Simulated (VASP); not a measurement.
Write the native input for VASP 6.6.1 that does the following.

```
Task                   : single point
Functional             : PBE
Potentials or basis    : VASP PAW PBE potentials, release 64 (K_sv, F)
Cutoff                 : 520 eV
k mesh                 : 8 × 8 × 8
Occupations            : gaussian, width 0.05 eV
Spin                   : no spin polarisation
Dipole correction      : no
Further INCAR settings : ALGO = Normal; EDIFF = 1e-06; NBANDS = 15
```

The structure of KF lies in POSCAR:

```
KF
1.0
    0.0000000000      2.6601325000      2.6735000000
    2.6868675000      0.0000000000      2.6735000000
    2.6868675000      2.6601325000      0.0000000000
K F
1 1
Direct
    0.0000000000      0.0000000000      0.0000000000
    0.5000000000      0.5000000000      0.5000000000
```

This cell differs from its parent crystal: strain +0.0050 x Voigt [1, -1, 0, 0, 0, 0].

These files were run (other wordings do the same):

INCAR

```
SYSTEM = KF
PREC = Accurate
ENCUT = 520
EDIFF = 1E-6
ISMEAR = 0
SIGMA = 0.05
LREAL = .FALSE.
LASPH = .TRUE.
NELM = 80
ALGO = Normal
ISIF = 2
LWAVE = .FALSE.
LCHARG = .FALSE.
GGA = PE
NBANDS = 15
```

KPOINTS

```
regular mesh
0
G
  8 8 8
  0 0 0
```

Potentials or basis: VASP PAW PBE potentials, release 64 (K_sv, F).

Run with:

```sh
$ cat potpaw_PBE.64/K_sv/POTCAR potpaw_PBE.64/F/POTCAR > POTCAR
$ mpirun -np 1 vasp_std > vasp.out
```

It gave:

- Pressure: 1.4 GPa
- Band gap on the k mesh: 6.15 eV

Caveat: the cell differs from its parent crystal (strain +0.0050 x Voigt [1, -1, 0, 0, 0, 0]).

Wall time 82 s on 1 thread of Intel Xeon 8259CL, on a shared host, peak memory 0.19 GiB.
